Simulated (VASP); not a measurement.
# AgCl (P2_1/m) in VASP: further runs

The runs below take AgCl through single point, with PBEsol.

All numbers are computed with VASP 6.6.1; they aren't measurements. Logs are shortened: lines on timing, memory, paths and dates and some standing lists are left out, and cuts for length are marked.

**1. The cell of the first run**

It takes space group P2_1/m (No. 11, monoclinic). Conventional cell: a = 3.530 Å, b = 4.011 Å, c = 5.243 Å, α = 90.00°, β = 100.69°, γ = 90.00°. Within 3.7 Å of Ag (site symmetry m) lie 7 Cl at 2.55 to 3.61 Å and 4 Ag at 3.03 to 3.53 Å. Cl (site symmetry m) has 7 Ag at 2.55 to 3.61 Å and 8 Cl at 3.40 to 3.72 Å within 3.8 Å.

**2. Single point, PBEsol**

Input file INCAR:

```
SYSTEM = AgCl
  PREC = Accurate
  ENCUT = 520
  EDIFF = 1E-6
  ISMEAR = 0
  SIGMA = 0.01
  LREAL = .FALSE.
  LASPH = .TRUE.
  NELM = 60
  ALGO = Normal
  ISIF = 2
  LWAVE = .FALSE.
  LCHARG = .TRUE.
  GGA = PS
  LELF = .TRUE.
  LVHAR = .TRUE.
  NBANDS = 26
```

Input file KPOINTS:

```
Automatic mesh
0
G
  2 2 2
  0 0 0
```

Input file POSCAR:

```
AgCl
1.0
    3.5300000000      0.0000000000      0.0000000000
    0.0000000000      4.0110000000      0.0000000000
   -0.9725508841      0.0000000000      5.1520087129
Ag Cl
2 2
Direct
    0.1570000000      0.2500000000      0.2100000000
    0.8430000000      0.7500000000      0.7900000000
    0.3080000000      0.2500000000      0.7050000000
    0.6920000000      0.7500000000      0.2950000000
```

Potentials or basis: VASP PAW PBE potentials, release 64 (Ag, Cl).

Started as:

```sh
$ cat potpaw_PBE.64/Ag/POTCAR potpaw_PBE.64/Cl/POTCAR > POTCAR
$ mpirun -np 1 vasp_std > vasp.out
```

OUTCAR:

```text
SYSTEM = AgCl
   PREC = Accurate
   ENCUT = 520
   EDIFF = 1E-6
   ISMEAR = 0
   LREAL = .FALSE.
   LASPH = .TRUE.
   NELM = 60
   ISIF = 2
   GGA = PS

 ion  position               nearest neighbor table
   1  0.157  0.250  0.210-   3 2.55   4 2.68   4 2.68   4 2.73   4 2.73   3 2.80   2 3.03   2 3.03

   2  0.843  0.750  0.790-   4 2.55   3 2.68   3 2.68   3 2.73   3 2.73   4 2.80   1 3.03   1 3.03

   3  0.308  0.250  0.705-   1 2.55   2 2.68   2 2.68   2 2.73   2 2.73   1 2.80
   4  0.692  0.750  0.295-   2 2.55   1 2.68   1 2.68   1 2.73   1 2.73   2 2.80

  LATTYP: Found a simple monoclinic cell.
 ALAT       =     3.5300000000
 B/A-ratio  =     1.1362606232
 C/A-ratio  =     1.4852691218
 COS(beta)  =    -0.1854951143

  Lattice vectors:

 A1 = (   3.5300000000,   0.0000000000,   0.0000000000)
 A2 = (   0.0000000000,   4.0110000000,   0.0000000000)
 A3 = (  -0.9725508841,   0.0000000000,   5.1520087129)

Analysis of symmetry for initial positions (statically):
=====================================================================
 Subroutine PRICEL returns:
 Original cell was already a primitive cell.

 Routine SETGRP: Setting up the symmetry group for a
 simple monoclinic supercell.

 Subroutine GETGRP returns: Found  4 space group operations
 (whereof  2 operations were pure point group operations)
 out of a pool of  4 trial point group operations.

The static configuration has the point symmetry S_2 .
 The point group associated with its full space group is C_2h.

Analysis of symmetry for dynamics (positions and initial velocities):
=====================================================================
 Subroutine PRICEL returns:
 Original cell was already a primitive cell.

 Routine SETGRP: Setting up the symmetry group for a
 simple monoclinic supercell.

 Subroutine GETGRP returns: Found  4 space group operations
 (whereof  2 operations were pure point group operations)
 out of a pool of  4 trial point group operations.

The dynamic configuration has the point symmetry S_2 .
 The point group associated with its full space group is C_2h.

 Subroutine INISYM returns: Found  4 space group operations
 (whereof  2 operations are pure point group operations),
 and found     1 'primitive' translations

----------------------------------------------------------------------------------------

                                     Primitive cell

  volume of cell :      72.9464

  direct lattice vectors                    reciprocal lattice vectors
     3.530000000  0.000000000  0.000000000     0.283286119  0.000000000  0.053476262
     0.000000000  4.011000000  0.000000000     0.000000000  0.249314385  0.000000000
    -0.972550884  0.000000000  5.152008713     0.000000000  0.000000000  0.194099051

  length of vectors
     3.530000000  4.011000000  5.243000000     0.288289326  0.249314385  0.194099051

  position of ions in fractional coordinates (direct lattice)
     0.157000000  0.250000000  0.210000000
     0.843000000  0.750000000  0.790000000
     0.308000000  0.250000000  0.705000000
     0.692000000  0.750000000  0.295000000

  ion indices of the primitive-cell ions
   primitive index   ion index
                 1           1
                 2           2
                 3           3
                 4           4

----------------------------------------------------------------------------------------

 KPOINTS: Automatic mesh

Automatic generation of k-mesh.
 Grid dimensions read from file:
 generate k-points for:    2    2    2

 Generating k-lattice:

  Cartesian coordinates                     Fractional coordinates (reciprocal lattice)
     0.141643059  0.000000000  0.026738131     0.500000000  0.000000000 -0.000000000
     0.000000000  0.124657193  0.000000000     0.000000000  0.500000000  0.000000000
     0.000000000  0.000000000  0.097049525     0.000000000  0.000000000  0.500000000

  Length of vectors
     0.144144663  0.124657193  0.097049525

  Shift w.r.t. Gamma in fractional coordinates (k-lattice)
     0.000000000  0.000000000  0.000000000

 Subroutine IBZKPT returns following result:
 ===========================================

 Found      8 irreducible k-points:

 Following reciprocal coordinates:
            Coordinates               Weight
  0.000000  0.000000  0.000000      1.000000
  0.500000  0.000000  0.000000      1.000000
  0.000000  0.500000  0.000000      1.000000
  0.500000  0.500000  0.000000      1.000000
  0.000000  0.000000  0.500000      1.000000
  0.500000  0.000000  0.500000      1.000000
  0.000000  0.500000  0.500000      1.000000
  0.500000  0.500000  0.500000      1.000000
   k-points           NKPTS =      8   k-points in BZ     NKDIM =      8   number of bands    NBANDS=     26
   number of dos      NEDOS =    301   number of ions     NIONS =      4
   total plane-waves  NPLWV =  33600
   dimension x,y,z NGX =    28 NGY =   30 NGZ =   40
   dimension x,y,z NGXF=    56 NGYF=   60 NGZF=   80
   ions per type =               2   2
   NGX,Y,Z   is equivalent  to a cutoff of  13.19, 12.43, 12.68 a.u.
   NGXF,Y,Z  is equivalent  to a cutoff of  26.37, 24.87, 25.37 a.u.
 SYSTEM =  AgCl
   PREC   = accura    normal or accurate (medium, high low for compatibility)
   ISTART =      0    job   : 0-new  1-cont  2-samecut
   ICHARG =      2    charge: 1-file 2-atom 10-const
   ISPIN  =      1    spin polarized calculation?
   LNONCOLLINEAR =      F non collinear calculations
   LSORBIT =      F    spin-orbit coupling
   LASPH  =      T    aspherical Exc in radial PAW
   ENCUT  =  520.0 eV  38.22 Ry    6.18 a.u.   6.56  7.46  9.75*2*pi/ulx,y,z
   NELM   =     60;   NELMIN=  2; NELMDL= -5     # of ELM steps
   EDIFF  = 0.1E-05   stopping-criterion for ELM
   LREAL  =      F    real-space projection
   EDIFFG = 0.1E-04   stopping-criterion for IOM
   NSW    =      0    number of steps for IOM
   IBRION =     -1    ionic relax: 0-MD 1-quasi-New 2-CG
   NFREE  =      0    steps in history (QN), initial steepest desc. (CG)
   ISIF   =      2    stress and relaxation
   ISYM   =      2    0-nonsym 1-usesym 2-fastsym
   POTIM  = 0.5000    time-step for ionic-motion
   TEBEG  =    0.0;   TEEND  =   0.0 temperature during run
   PSTRESS=    0.0 pullay stress
   NELECT =      36.0000    total number of electrons
   NUPDOWN=      -1.0000    fix difference up-down
   EMIN   =  10.00;   EMAX   =-10.00  energy-range for DOS
   EFERMI =   0.00;   METHOD = LEGACY
   ISMEAR =     0;   SIGMA  =   0.01  broadening in eV -4-tet -1-fermi 0-gaus
   EFERMI_NEDOS =   21; number of points for ismear=-14 and -15
   IALGO  =     38    algorithm
   IMIX   =      4    mixing-type and parameters
     AMIX     =   0.40;   BMIX     =  1.00
     AMIX_MAG =   1.60;   BMIX_MAG =  1.00
  volume/ion in A,a.u.               =      18.24       123.07
  Fermi-wavevector in a.u.,A,eV,Ry     =   1.293722  2.444780 22.772302  1.673717
  Thomas-Fermi vector in A             =   2.425350
   LORBIT       =      0    0 simple, 1 ext, 2 COOP (PROOUT), +10 PAW based schemes
   GGA     = PS    functional components
   LHFCALC =     F    Hartree Fock is set to
   AEXX    =    0.0000 exact exchange contribution
   IVDW    =     0    specifies the selected vdW correction
   LEPSILON=     F    determine dielectric tensor
   LRPA    =     F    only Hartree local field effects (RPA)
 non-spin polarized calculation
 Gauss-broadening in eV      SIGMA  =   0.01
  energy-cutoff  :      520.00
  volume of cell :       72.95
 maximum number of plane-waves:      1980
 NGX is ok and might be reduce to    28
   NGX = 13   NGY = 15   NGZ = 19

 number of electron      35.9999993 magnetization

 Free energy of the ion-electron system (eV)
  ---------------------------------------------------
  ext. energy  EPLUGINS =         0.00000000
  ---------------------------------------------------
  free energy    TOTEN  =       -11.40009395 eV

  energy without entropy =      -11.40009395  energy(sigma->0) =      -11.40009395

 E-fermi :   5.6374     XC(G=0): -11.0816

 val. band max:        5.5309747296   @ k =   0.5000   0.0000   0.5000
 cond. band min:       6.0930141057   @ k =   0.0000   0.0000   0.0000
 fundamental gap:      0.5620393761
 Fermi energy:         5.6374075577

 k-point     1 :       0.0000    0.0000    0.0000
  band No.  band energies     occupation
      1     -10.2353      2.00000
      2      -9.3007      2.00000
      3       0.1414      2.00000
      4       1.2121      2.00000
      5       1.8666      2.00000
      6       2.0720      2.00000
[... 18 lines left out ...]
     25      16.4576      0.00000
     26      17.0569      0.00000

 k-point     2 :       0.5000    0.0000    0.0000
  band No.  band energies     occupation
      1      -9.4920      2.00000
      2      -9.3461      2.00000
      3      -0.1680      2.00000
      4      -0.1332      2.00000
      5       0.4981      2.00000
      6       0.6781      2.00000
[... 18 lines left out ...]
     25      14.3898      0.00000
     26      15.2527      0.00000

 k-point     3 :       0.0000    0.5000    0.0000
  band No.  band energies     occupation
      1      -9.6106      2.00000
      2      -9.6106      2.00000
      3       0.1343      2.00000
      4       0.1343      2.00000
      5       1.0238      2.00000
      6       1.0238      2.00000
[... 18 lines left out ...]
     25      15.4218      0.00000
     26      15.4218      0.00000

 k-point     4 :       0.5000    0.5000    0.0000
  band No.  band energies     occupation
      1      -9.3954      2.00000
      2      -9.3954      2.00000
      3       0.1880      2.00000
      4       0.1880      2.00000
      5       1.2663      2.00000
      6       1.2663      2.00000
[... 18 lines left out ...]
     25      15.9900      0.00000
     26      15.9900      0.00000

 k-point     5 :       0.0000    0.0000    0.5000
  band No.  band energies     occupation
      1      -9.9645      2.00000
      2      -9.5159      2.00000
      3       0.0259      2.00000
      4       0.4379      2.00000
      5       1.1482      2.00000
      6       1.9836      2.00000
[... 18 lines left out ...]
     25      16.1607      0.00000
     26      16.6383      0.00000

 k-point     6 :       0.5000    0.0000    0.5000
  band No.  band energies     occupation
      1      -9.4419      2.00000
      2      -9.2942      2.00000
      3      -0.6641      2.00000
      4      -0.3454      2.00000
      5       0.3534      2.00000
      6       0.4171      2.00000
[... 18 lines left out ...]
     25      14.4750      0.00000
     26      15.9751      0.00000

 k-point     7 :       0.0000    0.5000    0.5000
  band No.  band energies     occupation
      1      -9.5452      2.00000
      2      -9.5452      2.00000
      3      -0.7496      2.00000
      4      -0.7496      2.00000
      5       0.8104      2.00000
      6       0.8104      2.00000
[... 18 lines left out ...]
     25      15.3690      0.00000
     26      15.3690      0.00000

 k-point     8 :       0.5000    0.5000    0.5000
  band No.  band energies     occupation
      1      -9.3474      2.00000
      2      -9.3474      2.00000
      3       0.1676      2.00000
      4       0.1676      2.00000
      5       0.6095      2.00000
      6       0.6095      2.00000
[... 18 lines left out ...]
     25      15.1514      0.00000
     26      15.1514      0.00000

------------------------ aborting loop because EDIFF is reached ----------------------------------------

  FORCE on cell =-STRESS in cart. coord.  units (eV):
  Direction    XX          YY          ZZ          XY          YZ          ZX
  --------------------------------------------------------------------------------------
  -------------------------------------------------------------------------------------
  Total        5.1363871      2.8961892      1.0544514      0.0000000      0.0000000      0.2101407
  in kB      112.8143581     63.6111957     23.1597137      0.0000000      0.0000000      4.6154789
  external PRESSURE =      66.5284225 kB  Pullay stress =       0.0000000 kB

 VOLUME and BASIS-vectors are now :
 -----------------------------------------------------------------------------
  energy-cutoff  :      520.00
  volume of cell :       72.95
      direct lattice vectors                 reciprocal lattice vectors
     3.530000000  0.000000000  0.000000000     0.283286119  0.000000000  0.053476262
     0.000000000  4.011000000  0.000000000     0.000000000  0.249314385  0.000000000
    -0.972550884  0.000000000  5.152008713     0.000000000  0.000000000  0.194099051

 POSITION                                       TOTAL-FORCE (eV/Angst)
 -----------------------------------------------------------------------------------
      0.34997      1.00275      1.08192        -0.012482      0.000000     -0.662359
      2.20747      3.00825      4.07009         0.012482     -0.000000      0.662359
      0.40159      1.00275      3.63217         0.034533     -0.000000      0.481020
      2.15586      3.00825      1.51984        -0.034533     -0.000000     -0.481020
 -----------------------------------------------------------------------------------
    total drift:                               -0.000000     -0.000000      0.000000

  FREE ENERGIE OF THE ION-ELECTRON SYSTEM (eV)
  ---------------------------------------------------
  free  energy   TOTEN  =       -11.4000939537 eV

  energy  without entropy=      -11.4000939537  energy(sigma->0) =      -11.40009395
```

Wall time 15 s (1 thread of Intel Xeon 8259CL, shared host); peak memory 0.18 GiB.

What came out:

| Property | Result |
| --- | --- |
| Free energy | -11.4001 eV |
| Pressure | 6.7 GPa |
| Largest force | 0.662 eV/Å |
| Band gap on the k mesh | 0.56 eV (least direct gap 2.25 eV) |

Forces in eV/Å, atoms in the order of the input:
```
Ag  -0.012  0.000 -0.662
Ag   0.012  0.000  0.662
Cl   0.035  0.000  0.481
Cl  -0.035  0.000 -0.481
```

Caveat: the k points lie up to 0.91 Å⁻¹ apart, too coarse for converged energies, forces and pressures; semilocal functionals underestimate gaps, and a narrow one can read as zero; the PAW data sets were made with another functional, which shifts forces and pressure a little. A k mesh can miss the band edges.

**3. Single point, PBEsol**

Input file INCAR:

```
PREC = Accurate
ENCUT = 520
EDIFF = 1E-6
ISMEAR = 0
SIGMA = 0.01
LREAL = False
LASPH = True
NELM = 100
ALGO = Normal
ISIF = 2
LWAVE = False
LCHARG = False
GGA = PS
NBANDS = 26
```

Input file KPOINTS:

```
regular mesh
0
Gamma
  4 4 2
```

POSCAR is that of step 2.

Potentials or basis: VASP PAW PBE potentials, release 64 (Ag, Cl).

Started as:

```sh
$ cat potpaw_PBE.64/Ag/POTCAR potpaw_PBE.64/Cl/POTCAR > POTCAR
$ mpirun -np 1 vasp_std > vasp.out
```

Run time: 26 s. Hardware: 1 thread of Intel Xeon 8259CL, shared host; peak memory 0.19 GiB.

It converged, with:

```yaml
Free_energy: -11.9158 eV
Pressure: 4.6 GPa
Largest_force: 0.831 eV/Å
Band_gap_on_the_k_mesh: 0.61 eV (least direct gap 2.27 eV)
```

Forces in eV/Å, atoms in the order of the input:
```
Ag   0.010  0.000 -0.553
Ag  -0.010  0.000  0.553
Cl  -0.004  0.000  0.831
Cl   0.004  0.000 -0.831
```

Stress tensor (GPa, compression positive):
```
4.95 0.00 0.38
0.00 3.95 0.00
0.38 0.00 4.90
```

Levels at points of the mesh, in eV from the valence-band top:
```tsv
k point	band 15	band 16	band 17	band 18	band 19	band 20	band 21	band 22
(0.00, 0.00, 0.00)	-2.19	-1.81	-1.78	-1.66	0.61	3.00	7.78	9.15
(0.50, 0.00, 0.00)	-1.65	-1.21	-0.13	-0.01	3.65	5.14	5.21	6.92
(0.00, 0.50, 0.00)	-1.38	-1.38	-0.23	-0.23	4.50	4.50	6.41	6.41
(0.50, 0.50, 0.00)	-2.13	-2.13	-1.51	-1.51	2.69	2.69	7.09	7.09
(0.00, 0.00, 0.50)	-2.04	-1.78	-1.34	-1.21	3.20	4.49	6.01	8.00
(0.50, 0.00, 0.50)	-0.36	-0.25	-0.12	0.00	2.64	4.53	5.98	6.36
(0.00, 0.50, 0.50)	-0.28	-0.28	-0.09	-0.09	3.57	3.57	7.65	7.65
(0.50, 0.50, 0.50)	-1.84	-1.84	-1.26	-1.26	4.02	4.02	7.53	7.53
```

Caveat: the k points lie up to 0.61 Å⁻¹ apart; semilocal functionals underestimate gaps, and a narrow one can read as zero; the PAW data sets were made with another functional, which shifts forces and pressure a little.

(Part 1 of 3 ends here.)
